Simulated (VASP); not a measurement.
Set up this calculation in VASP 6.6.1, as the native input.

```yaml
Task: relaxation of cell and atoms
Functional: PBE
Potentials_or_basis: VASP PAW PBE potentials, release 64 (Ca_sv, Se, I)
Cutoff: 600 eV
k_mesh: 6 × 6 × 2
Occupations: gaussian, width 0.1 eV
Spin: no spin polarisation
Dipole_correction: no
Further_INCAR_settings: ALGO = Normal; EDIFF = 1e-06; IBRION = 2; EDIFFG = -0.04; NSW = 90; ISIF = 3
```

The structure of Ca2SeI2 lies in POSCAR:

```
Ca2SeI2
1.0
    4.9659734100      0.0000000000      0.0000000000
   -2.4829867100      4.3006591300      0.0000000000
    0.0000000000      0.0000000000      8.2254723000
Ca Se I
2 1 2
Direct
    0.3333333300      0.6666666700      0.0000000000
    0.6666666700      0.3333333300      0.0000000000
    0.0000000000      0.0000000000      0.0000000000
    0.0000000000      0.0000000000      0.7435712700
    0.0000000000      0.0000000000      0.2564287300
```

The cell was built from a structure type or drawn by symmetry, and may not be a known phase.

The input as run:

INCAR

```
SYSTEM = Ca2SeI2
PREC = Accurate
ENCUT = 600
EDIFF = 1E-6
ISMEAR = 0
SIGMA = 0.1
LREAL = .False.
LASPH = .True.
NELM = 60
ALGO = Normal
ISIF = 3
LWAVE = .False.
LCHARG = .False.
GGA = PE
IBRION = 2
NSW = 90
EDIFFG = -0.04
```

KPOINTS

```
regular mesh
0
Gamma
  6 6 2
  0 0 0
```

Potentials or basis: VASP PAW PBE potentials, release 64 (Ca_sv, Se, I).

Run with:

```sh
$ cat potpaw_PBE.64/Ca_sv/POTCAR potpaw_PBE.64/Se/POTCAR potpaw_PBE.64/I/POTCAR > POTCAR
$ mpirun -np 1 vasp_std > vasp.out
```

It gave:

```json
{
  "Relaxed volume": "47.35 Å³/atom",
  "Relaxed cell": "a = 5.333 Å, b = 5.333 Å, c = 9.614 Å, α = 90.00°, β = 90.00°, γ = 120.00°",
  "Space group after relaxing (to 0.1 Å)": "P6/mmm (No. 191)",
  "Energy gained by relaxing": "1809.9 meV/atom",
  "Ionic steps": "18",
  "Pressure after relaxing": "-0.1 GPa",
  "Largest force after relaxing": "0.029 eV/Å",
  "Band gap on the k mesh": "zero (bands 20 and 21 overlap by 0.63 eV)"
}
```

Caveat: the k points lie up to 0.33 Å⁻¹ apart in the final cell, too coarse for converged energies and pressures of a metal; the volume moved by over 15 % at a fixed basis, so the end points are rough; spin-orbit coupling is left out, which moves the levels of the heavy elements.

Run time: 11 min on 1 thread of Intel(R) Xeon(R) 6975P-C (Granite Rapids) (shared host), peak memory 0.39 GiB.
